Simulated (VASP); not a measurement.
# Mo3W (I4/mmm) in VASP: a series of runs

Runs on Mo3W. Level: PBE. Tasks: single point, relaxation of cell and atoms.

Program: VASP 6.6.1. These are calculated values, not measurements. Logs are shortened: lines on timing, memory, paths and dates and some standing lists are left out, and cuts for length are marked.

**1. The cell of the first run**

The structure is tetragonal, space group I4/mmm (No. 139). Conventional cell: a = 3.783 Å, b = 3.783 Å, c = 8.450 Å, α = 90.00°, β = 90.00°, γ = 90.00°. Mo (site symmetry 4/mmm) has 4 W at 2.67 Å and 8 Mo at 2.84 Å within 3.5 Å. Within 3.5 Å of Mo (site symmetry -4m2) lie 8 Mo at 2.67 to 2.84 Å and 4 W at 2.84 Å. Within 3.5 Å of W (site symmetry 4/mmm) lie 12 Mo at 2.67 to 2.84 Å.

**2. Single point, PBE**

Contents of INCAR:

```
SYSTEM = Mo3W
  PREC = Accurate
  ENCUT = 520
  EDIFF = 1E-7
  ISMEAR = 0
  SIGMA = 0.1
  LREAL = .False.
  LASPH = .True.
  NELM = 80
  ALGO = Fast
  ISIF = 2
  LWAVE = .False.
  LCHARG = .True.
  GGA = PE
  LELF = .True.
  LVHAR = .True.
  NBANDS = 36
```

Contents of KPOINTS:

```
Automatic mesh
0
Gamma
  6 6 6
  0 0 0
```

Contents of POSCAR:

```
Mo3W
1.0
   -1.8913150316      1.8913150316      4.2247556551
    1.8913150316     -1.8913150316      4.2247556551
    1.8913150316      1.8913150316     -4.2247556551
Mo W
3 1
Direct
    0.5000000000      0.5000000000      0.0000000000
    0.2500000000      0.7500000000      0.5000000000
    0.7500000000      0.2500000000      0.5000000000
    0.0000000000      0.0000000000      0.0000000000
```

Potentials or basis: VASP PAW PBE potentials, release 64 (Mo_sv, W_sv).

Started as:

```console
$ cat potpaw_PBE.64/Mo_sv/POTCAR potpaw_PBE.64/W_sv/POTCAR > POTCAR
$ mpirun -np 1 vasp_std > vasp.out
```

OUTCAR:

```text
SYSTEM = Mo3W
   PREC = Accurate
   ENCUT = 520
   EDIFF = 1E-7
   ISMEAR = 0
   LREAL = .False.
   LASPH = .True.
   NELM = 80
   ISIF = 2
   GGA = PE

 ion  position               nearest neighbor table
   1  0.500  0.500  0.000-   4 2.67   4 2.67   4 2.67   4 2.67   3 2.84   2 2.84   3 2.84   3 2.84
                             2 2.84   2 2.84   3 2.84   2 2.84
   2  0.250  0.750  0.500-   3 2.67   3 2.67   3 2.67   3 2.67   4 2.84   1 2.84   4 2.84   1 2.84
                             4 2.84   4 2.84   1 2.84   1 2.84
   3  0.750  0.250  0.500-   2 2.67   2 2.67   2 2.67   2 2.67   4 2.84   1 2.84   4 2.84   4 2.84
                             1 2.84   1 2.84   4 2.84   1 2.84
   4  0.000  0.000  0.000-   1 2.67   1 2.67   1 2.67   1 2.67   3 2.84   2 2.84   3 2.84   2 2.84
                             3 2.84   3 2.84   2 2.84   2 2.84

  LATTYP: Found a body centered tetragonal cell.
 ALAT       =     3.7826300632
 C/A-ratio  =     2.2337662338

  Lattice vectors:

 A1 = (  -1.8913150316,   1.8913150316,   4.2247556551)
 A2 = (   1.8913150316,  -1.8913150316,   4.2247556551)
 A3 = (   1.8913150316,   1.8913150316,  -4.2247556551)

Analysis of symmetry for initial positions (statically):
=====================================================================
 Subroutine PRICEL returns:
 Original cell was already a primitive cell.

 Routine SETGRP: Setting up the symmetry group for a
 body centered tetragonal supercell.

 Subroutine GETGRP returns: Found 16 space group operations
 (whereof 16 operations were pure point group operations)
 out of a pool of 16 trial point group operations.

The static configuration has the point symmetry D_4h.

Analysis of symmetry for dynamics (positions and initial velocities):
=====================================================================
 Subroutine PRICEL returns:
 Original cell was already a primitive cell.

 Routine SETGRP: Setting up the symmetry group for a
 body centered tetragonal supercell.

 Subroutine GETGRP returns: Found 16 space group operations
 (whereof 16 operations were pure point group operations)
 out of a pool of 16 trial point group operations.

The dynamic configuration has the point symmetry D_4h.

 Subroutine INISYM returns: Found 16 space group operations
 (whereof 16 operations are pure point group operations),
 and found     1 'primitive' translations

----------------------------------------------------------------------------------------

                                     Primitive cell

  volume of cell :      60.4490

  direct lattice vectors                    reciprocal lattice vectors
    -1.891315032  1.891315032  4.224755655     0.000000000  0.264366323  0.118350040
     1.891315032 -1.891315032  4.224755655     0.264366323  0.000000000  0.118350040
     1.891315032  1.891315032 -4.224755655     0.264366323  0.264366323  0.000000000

  length of vectors
     5.000270537  5.000270537  5.000270537     0.289648553  0.289648553  0.373870439

  position of ions in fractional coordinates (direct lattice)
     0.500000000  0.500000000  0.000000000
     0.250000000  0.750000000  0.500000000
     0.750000000  0.250000000  0.500000000
     0.000000000  0.000000000  0.000000000

  ion indices of the primitive-cell ions
   primitive index   ion index
                 1           1
                 2           2
                 3           3
                 4           4

----------------------------------------------------------------------------------------

 KPOINTS: Automatic mesh

Automatic generation of k-mesh.
 Grid dimensions read from file:
 generate k-points for:    6    6    6

 Generating k-lattice:

  Cartesian coordinates                     Fractional coordinates (reciprocal lattice)
     0.000000000  0.044061054  0.019725007     0.166666667  0.000000000  0.000000000
     0.044061054  0.000000000  0.019725007     0.000000000  0.166666667  0.000000000
     0.044061054  0.044061054  0.000000000     0.000000000  0.000000000  0.166666667

  Length of vectors
     0.048274759  0.048274759  0.062311740

  Shift w.r.t. Gamma in fractional coordinates (k-lattice)
     0.000000000  0.000000000  0.000000000

 Subroutine IBZKPT returns following result:
 ===========================================

 Found     30 irreducible k-points:

 Following reciprocal coordinates:
            Coordinates               Weight
  0.000000  0.000000  0.000000      1.000000
  0.166667  0.000000 -0.000000      8.000000
  0.333333  0.000000 -0.000000      8.000000
  0.500000  0.000000 -0.000000      4.000000
  0.166667  0.166667 -0.000000      8.000000
  0.333333  0.166667 -0.000000     16.000000
[... 16 lines left out ...]
 -0.333333 -0.333333  0.166667      8.000000
 -0.166667 -0.333333  0.166667      8.000000
 [... further k-points ...]
   k-points           NKPTS =     30   k-points in BZ     NKDIM =     30   number of bands    NBANDS=     36
   number of dos      NEDOS =    301   number of ions     NIONS =      4
   total plane-waves  NPLWV =  64000
   dimension x,y,z NGX =    40 NGY =   40 NGZ =   40
   dimension x,y,z NGXF=    80 NGYF=   80 NGZF=   80
   ions per type =               3   1
   NGX,Y,Z   is equivalent  to a cutoff of  13.30, 13.30, 13.30 a.u.
   NGXF,Y,Z  is equivalent  to a cutoff of  26.60, 26.60, 26.60 a.u.
 SYSTEM =  Mo3W
   PREC   = accura    normal or accurate (medium, high low for compatibility)
   ISTART =      0    job   : 0-new  1-cont  2-samecut
   ICHARG =      2    charge: 1-file 2-atom 10-const
   ISPIN  =      1    spin polarized calculation?
   LNONCOLLINEAR =      F non collinear calculations
   LSORBIT =      F    spin-orbit coupling
   LASPH  =      T    aspherical Exc in radial PAW
   ENCUT  =  520.0 eV  38.22 Ry    6.18 a.u.   9.30  9.30  9.30*2*pi/ulx,y,z
   NELM   =     80;   NELMIN=  2; NELMDL= -5     # of ELM steps
   EDIFF  = 0.1E-06   stopping-criterion for ELM
   LREAL  =      F    real-space projection
   EDIFFG = 0.1E-05   stopping-criterion for IOM
   NSW    =      0    number of steps for IOM
   IBRION =     -1    ionic relax: 0-MD 1-quasi-New 2-CG
   NFREE  =      0    steps in history (QN), initial steepest desc. (CG)
   ISIF   =      2    stress and relaxation
   ISYM   =      2    0-nonsym 1-usesym 2-fastsym
   POTIM  = 0.5000    time-step for ionic-motion
   TEBEG  =    0.0;   TEEND  =   0.0 temperature during run
   PSTRESS=    0.0 pullay stress
   NELECT =      56.0000    total number of electrons
   NUPDOWN=      -1.0000    fix difference up-down
   EMIN   =  10.00;   EMAX   =-10.00  energy-range for DOS
   EFERMI =   0.00;   METHOD = LEGACY
   ISMEAR =     0;   SIGMA  =   0.10  broadening in eV -4-tet -1-fermi 0-gaus
   EFERMI_NEDOS =   21; number of points for ismear=-14 and -15
   IALGO  =     68    algorithm
   IMIX   =      4    mixing-type and parameters
     AMIX     =   0.40;   BMIX     =  1.00
     AMIX_MAG =   1.60;   BMIX_MAG =  1.00
  volume/ion in A,a.u.               =      15.11       101.98
  Fermi-wavevector in a.u.,A,eV,Ry     =   1.595908  3.015828 34.652963  2.546921
  Thomas-Fermi vector in A             =   2.693753
   LORBIT       =      0    0 simple, 1 ext, 2 COOP (PROOUT), +10 PAW based schemes
   GGA     = PE    functional components
   LHFCALC =     F    Hartree Fock is set to
   AEXX    =    0.0000 exact exchange contribution
   IVDW    =     0    specifies the selected vdW correction
   LEPSILON=     F    determine dielectric tensor
   LRPA    =     F    only Hartree local field effects (RPA)
 non-spin polarized calculation
 RMM-DIIS sequential band-by-band and
 Gauss-broadening in eV      SIGMA  =   0.10
  energy-cutoff  :      520.00
  volume of cell :       60.45
 maximum number of plane-waves:      1643
 NGX is ok and might be reduce to    40
   NGX = 19   NGY = 19   NGZ = 19

 number of electron      56.0000004 magnetization

 Free energy of the ion-electron system (eV)
  ---------------------------------------------------
  ext. energy  EPLUGINS =         0.00000000
  ---------------------------------------------------
  free energy    TOTEN  =       -43.97429219 eV

  energy without entropy =      -43.94678225  energy(sigma->0) =      -43.96053722

 E-fermi :  12.6488     XC(G=0): -13.6523

 val. band max:       12.6461337108   @ k =  -0.3333   0.3333   0.0000
 cond. band min:      12.6501336754   @ k =   0.3333   0.1667   0.1667
 fundamental gap:      0.0039999646
 Fermi energy:        12.6487701501

 k-point     1 :       0.0000    0.0000    0.0000
  band No.  band energies     occupation
      1     -61.0446      2.00000
      2     -48.1907      2.00000
      3     -47.9142      2.00000
      4     -47.8577      2.00000
      5     -25.3827      2.00000
      6     -25.3771      2.00000
[... 28 lines left out ...]
     35      17.6455      0.00000
     36      17.6456      0.00000

 k-point     2 :       0.1667    0.0000   -0.0000
  band No.  band energies     occupation
      1     -61.0443      2.00000
      2     -48.1676      2.00000
      3     -47.9188      2.00000
      4     -47.8769      2.00000
      5     -25.3755      2.00000
      6     -25.3701      2.00000
[... 28 lines left out ...]
     35      17.1327      0.00000
     36      17.4897      0.00000

 k-point     3 :       0.3333    0.0000   -0.0000
  band No.  band energies     occupation
      1     -61.0438      2.00000
      2     -48.1057      2.00000
      3     -47.9416      2.00000
      4     -47.9171      2.00000
      5     -25.3681      2.00000
      6     -25.3459      2.00000
[... 28 lines left out ...]
     35      15.3989      0.00000
     36      15.7992      0.00000

 k-point     4 :       0.5000    0.0000   -0.0000
  band No.  band energies     occupation
      1     -61.0435      2.00000
      2     -48.0390      2.00000
      3     -48.0010      2.00000
      4     -47.9251      2.00000
      5     -25.3640      2.00000
      6     -25.3323      2.00000
[... 28 lines left out ...]
     35      15.6711      0.00000
     36      16.1479      0.00000

 k-point     5 :       0.1667    0.1667   -0.0000
  band No.  band energies     occupation
      1     -61.0440      2.00000
      2     -48.1424      2.00000
      3     -47.9277      2.00000
      4     -47.8934      2.00000
      5     -25.4031      2.00000
      6     -25.3602      2.00000
[... 655 lines left out ...]
 k-point    22 :      -0.1667    0.5000    0.1667
  band No.  band energies     occupation
      1     -61.0437      2.00000
      2     -48.0860      2.00000
      3     -47.9644      2.00000
      4     -47.9149      2.00000
      5     -25.3664      2.00000
      6     -25.3410      2.00000
[... 28 lines left out ...]
     35      15.4382      0.00000
     36      16.2085      0.00000

 k-point    23 :      -0.3333   -0.3333    0.1667
  band No.  band energies     occupation
      1     -61.0440      2.00000
      2     -48.1215      2.00000
      3     -47.9496      2.00000
      4     -47.8936      2.00000
      5     -25.4032      2.00000
      6     -25.3496      2.00000
[... 28 lines left out ...]
     35      17.0075      0.00000
     36      17.1932      0.00000

 k-point    24 :      -0.1667   -0.3333    0.1667
  band No.  band energies     occupation
      1     -61.0442      2.00000
      2     -48.1503      2.00000
      3     -47.9374      2.00000
      4     -47.8767      2.00000
      5     -25.3790      2.00000
      6     -25.3702      2.00000
[... 28 lines left out ...]
     35      16.2859      0.00000
     36      17.1595      0.00000

 [... further k-points ...]

------------------------ aborting loop because EDIFF is reached ----------------------------------------

  FORCE on cell =-STRESS in cart. coord.  units (eV):
  Direction    XX          YY          ZZ          XY          YZ          ZX
  --------------------------------------------------------------------------------------
  -------------------------------------------------------------------------------------
  Total        6.4076658      6.4076658     10.1984683      0.0000000      0.0000000      0.0000000
  in kB      169.8326156    169.8326156    270.3063180      0.0000000      0.0000000      0.0000000
  external PRESSURE =     203.3238498 kB  Pullay stress =       0.0000000 kB

 VOLUME and BASIS-vectors are now :
 -----------------------------------------------------------------------------
  energy-cutoff  :      520.00
  volume of cell :       60.45
      direct lattice vectors                 reciprocal lattice vectors
    -1.891315032  1.891315032  4.224755655     0.000000000  0.264366323  0.118350040
     1.891315032 -1.891315032  4.224755655     0.264366323  0.000000000  0.118350040
     1.891315032  1.891315032 -4.224755655     0.264366323  0.264366323  0.000000000

 POSITION                                       TOTAL-FORCE (eV/Angst)
 -----------------------------------------------------------------------------------
      0.00000      0.00000      4.22476         0.000000      0.000000     -0.000000
      1.89132     -0.00000      2.11238         0.000000     -0.000000     -0.000000
     -0.00000      1.89132      2.11238        -0.000000      0.000000      0.000000
      0.00000      0.00000      0.00000         0.000000      0.000000     -0.000000
 -----------------------------------------------------------------------------------
    total drift:                               -0.000000     -0.000000      0.000000

  FREE ENERGIE OF THE ION-ELECTRON SYSTEM (eV)
  ---------------------------------------------------
  free  energy   TOTEN  =       -43.9742921912 eV

  energy  without entropy=      -43.9467822500  energy(sigma->0) =      -43.96053722
```

It took 4.6 min on 1 thread of AMD EPYC 7R13, shared host; peak memory 0.23 GiB.

What came out:

```yaml
Free_energy: -43.9743 eV
Pressure: 20.3 GPa
Band_gap_on_the_k_mesh: zero (bands 28 and 29 overlap by 2.07 eV)
```

Caveat: the cell stands under pressure; spin-orbit coupling is left out, which moves the levels of the heavy elements.

**3. Single point, PBE**

This run uses another cell than the first one, of 16.21 Å³/atom.

Contents of INCAR:

```
PREC = Accurate
ENCUT = 520
EDIFF = 1E-6
ISMEAR = 0
SIGMA = 0.1
LREAL = False
LASPH = True
NELM = 60
ALGO = Normal
ISIF = 2
LWAVE = False
LCHARG = True
GGA = PE
LELF = True
LVHAR = True
NBANDS = 36
```

Contents of KPOINTS:

```
regular mesh
0
Gamma
  6 6 6
```

Contents of POSCAR:

```
Mo3W
1.0
   -1.8778822454      1.8778822454      4.5956138602
    1.8778822454     -1.8778822454      4.5956138602
    1.8778822454      1.8778822454     -4.5956138602
Mo W
3 1
Direct
    0.5000000000      0.5000000000      0.0000000000
    0.2500000000      0.7500000000      0.5000000000
    0.7500000000      0.2500000000      0.5000000000
    0.0000000000      0.0000000000      0.0000000000
```

Potentials or basis: VASP PAW PBE potentials, release 64 (Mo_sv, W_sv).

Started as:

```console
$ cat potpaw_PBE.64/Mo_sv/POTCAR potpaw_PBE.64/W_sv/POTCAR > POTCAR
$ mpirun -np 1 vasp_std > vasp.out
```

Wall time 3.7 min (1 thread of AMD EPYC 7R13, shared host); peak memory 0.23 GiB.

Results (log left out):

```
Free energy            : -44.3726 eV
Pressure               : 0.5 GPa
Band gap on the k mesh : zero (bands 28 and 29 overlap by 2.05 eV)
```

Stress tensor (GPa, compression positive):
```
0.46 0.00 0.00
0.00 0.46 0.00
0.00 0.00 0.55
```

Levels at points of the mesh, in eV from the Fermi level:
| k point | band 25 | band 26 | band 27 | band 28 | band 29 | band 30 | band 31 | band 32 |
| --- | --- | --- | --- | --- | --- | --- | --- | --- |
| (0.00, 0.00, 0.00) | -2.26 | -2.26 | -0.55 | 0.03 | 0.03 | 0.55 | 0.65 | 0.95 |
| (0.50, 0.00, 0.00) | -1.68 | -1.55 | -1.08 | -0.99 | 0.24 | 0.49 | 0.52 | 0.59 |
| (0.50, 0.50, 0.00) | -2.00 | -1.90 | -0.01 | 0.03 | 0.56 | 0.83 | 0.91 | 1.08 |
| (0.50, 0.50, 0.50) | -1.84 | -1.79 | 1.51 | 1.51 | 1.77 | 1.77 | 2.75 | 2.75 |

Caveat: spin-orbit coupling is left out, which moves the levels of the heavy elements.

**4. Relaxation of cell and atoms, PBE**

Contents of INCAR:

```
PREC     = Accurate       # precision mode
ENCUT    = 600            # plane-wave cutoff, eV
EDIFF    = 1E-7           # SCF threshold, eV
ISMEAR   = 0              # smearing method
SIGMA    = 0.1            # smearing width, eV
LREAL    = False          # projectors in reciprocal space
LASPH    = True           # aspherical terms in the spheres
NELM     = 80             # most SCF steps
ALGO     = Normal         # electronic algorithm
ISIF     = 3              # what is computed and relaxed
LWAVE    = False          # write WAVECAR
LCHARG   = False          # write CHGCAR
GGA      = PE             # functional
IBRION   = 2              # ionic algorithm
NSW      = 90             # ionic steps
EDIFFG   = -0.04          # ionic threshold
```

KPOINTS is that of step 3.

Contents of POSCAR:

```
Mo3W
1.0
   -1.8913150316      1.8913150316      4.2247556551
    1.8913150316     -1.8913150316      4.2247556551
    1.8913150316      1.8913150316     -4.2247556551
Mo W
3 1
Direct
    0.5000000000      0.5000000000      0.0000000000
    0.2500000000      0.7500000000      0.5000000000
    0.7500000000      0.2500000000      0.5000000000
    0.0000000000      0.0000000000      0.0000000000
```

Started as:

```console
$ cat potpaw_PBE.64/Mo_sv/POTCAR potpaw_PBE.64/W_sv/POTCAR > POTCAR
$ mpirun -np 1 vasp_std > vasp.out
```

It took 28 min on 1 thread of AMD EPYC 7R13, shared host; peak memory 0.25 GiB.

The run converged. Its results:

* Free energy: -44.3692 eV
* Relaxed volume: 16.23 Å³/atom
* Relaxed cell: a = 5.313 Å, b = 5.313 Å, c = 5.313 Å, α = 138.59°, β = 138.59°, γ = 59.99°
* Space group after relaxing (to 0.1 Å): I4/mmm (No. 139)
* Energy gained by relaxing: 98.6 meV/atom
* Ionic steps: 11
* Pressure after relaxing: 0.0 GPa
* Band gap on the k mesh: zero (bands 28 and 29 overlap by 2.04 eV)

Step by step:
```csv
step,energy change (eV),largest force (eV/Å),pressure (GPa),volume (Å³)
1,0.0000,0.0000,20.26,60.45
2,1.3381,0.0000,-32.57,78.71
3,-0.2836,0.0000,-2.29,65.36
4,-0.2851,0.0000,-1.07,65.03
5,-0.3594,0.0000,-0.67,64.94
6,-0.3873,0.0000,0.10,64.85
7,-0.3647,0.0000,2.01,64.59
8,-0.3941,0.0000,0.59,64.78
9,-0.3942,0.0000,0.67,64.77
10,-0.3916,0.0000,-1.84,65.43
11,-0.3946,0.0000,0.01,64.94
```

Final structure:
```xyz
4
Lattice="-1.8783 1.8783 4.6015 1.8783 -1.8783 4.6015 1.8783 1.8783 -4.6015" Properties=species:S:1:pos:R:3 pbc="T T T"
Mo    1.8783    1.8783    0.0000
Mo    1.8783    0.0000    2.3008
Mo    0.0000    1.8783    2.3008
W     0.0000    3.7567    0.0000
```

Levels at points of the mesh, in eV from the Fermi level:
```
           k point  band 25  band 26  band 27  band 28  band 29  band 30  band 31  band 32
(0.00, 0.00, 0.00)    -2.26    -2.26    -0.56     0.04     0.04     0.55     0.64     0.93
(0.50, 0.00, 0.00)    -1.67    -1.54    -1.08    -0.99     0.23     0.49     0.52     0.59
(0.50, 0.50, 0.00)    -2.00    -1.90    -0.01     0.04     0.55     0.83     0.90     1.08
(0.50, 0.50, 0.50)    -1.84    -1.80     1.50     1.50     1.77     1.77     2.73     2.73
```

Caveat: spin-orbit coupling is left out, which moves the levels of the heavy elements.

**5. Overview**

| task | cell | cutoff (eV) | gap on the mesh (eV) | pressure (GPa) |
| --- | --- | --- | --- | --- |
| single point | a = 5.000 Å, angles 135.6, 135.6, 64.7°, 4 atoms | 520 | none | 20.3 |
| single point | a = 5.308 Å, angles 138.6, 138.6, 60.0°, 4 atoms | 520 | none | 0.5 |
| relaxation of cell and atoms | relaxed from a = 5.000 Å, angles 135.6, 135.6, 64.7°, 4 atoms | 600 | none | 0.0 |

Alike in all rows: level PBE; potentials or basis VASP PAW PBE potentials, release 64 (Mo_sv, W_sv); no spin polarisation; k mesh 6 × 6 × 6; smearing gaussian 0.1 eV.

Caveats: spin-orbit coupling is left out, which moves the levels of the heavy elements; the cell stands under pressure (at least some runs).

Total energies depend on the potentials used, so only differences within one code and one set of settings carry meaning.
